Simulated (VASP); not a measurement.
**B: single point with PBEsol**

The system is B.

```
B
1.0
     0.85092    0.49128   11.92959
    -0.85092    0.49128   11.92959
     0.00000   -0.98256   11.92959
B
3
Direct
  0.00000 0.00000 0.00000
  0.22221 0.22221 0.22221
  0.77779 0.77779 0.77779
```

- Program: VASP 6.6.1
- Task: single point
- Functional: PBEsol
- Potentials or basis: VASP PAW PBE potentials, release 64 (B)
- Cutoff: 520 eV
- k mesh: 9 × 9 × 9
- Occupations: gaussian, width 0.1 eV
- Spin: no spin polarisation

| Quantity | Value |
| --- | --- |
| Pressure | 0.2 GPa |
| Band gap on the k mesh | zero (an odd number of electrons rules out a gap without spin polarisation) |

Stress tensor (GPa, compression positive):
```
0.26 0.00 0.00
0.00 0.26 0.00
0.00 0.00 0.11
```

Levels at points of the mesh, in eV from the Fermi level:
```tsv
k point	band 4	band 5	band 6	band 7	band 8	band 9
(0.00, 0.00, 0.00)	-8.79	-8.79	-7.89	1.21	4.39	4.40
```

It took 22 min on 1 thread of Intel(R) Xeon(R) Platinum 8375C CPU @ 2.90GHz (Ice Lake), with other jobs on the host, peak memory 1.1 GiB.

Caveat: the k points lie up to 0.47 Å⁻¹ apart, too coarse for converged energies and pressures of a metal; the PAW data sets were made with another functional, which shifts forces and pressure a little.
